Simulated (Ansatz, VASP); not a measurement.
## Two plane-wave programs on Cd2Ru

```xyz
3
Lattice="4.6701 0.0000 0.0000 -2.3351 4.0445 0.0000 0.0000 0.0000 2.7662" Properties=species:S:1:pos:R:3 pbc="T T T"
Cd    0.0000    2.6963    1.3831
Cd    2.3351    1.3482    1.3831
Ru    0.0000    0.0000    0.0000
```

Alike in both runs: functional r2SCAN; k mesh 6 × 6 × 4; occupations gaussian, width 0.1 eV; no spin polarisation.

Ansatz relaxed the structure, and its values are those at the end. VASP's run is a single point on that final structure, the one shown.

|  | VASP | Ansatz |
| --- | --- | --- |
| version | VASP 6.6.1 | Ansatz 0.2.0 |
| potentials or method | VASP PAW PBE potentials, release 64 (Cd, Ru_pv), cutoff 520 eV | scalar-relativistic, plane waves, PAW |
| valence electrons in the cell | 38 | 56 |

```tsv
	VASP	Ansatz	Ansatz less VASP
gap on the k mesh at the Fermi level (eV)	none	none	-
pressure (GPa)	1.3	0.2	-1.17
```

VASP's potentials were made for PBE, not for r2SCAN. A gap of «none» marks a metal or a gap that the smearing closes. The functional is the same, so the differences come from potentials, cutoffs and numerics. VASP's potentials hold 38 valence electrons a cell and Ansatz's 56, so a difference there can come from the potentials and not from the codes.

The k mesh is coarse, so the values compare programs but aren't converged.
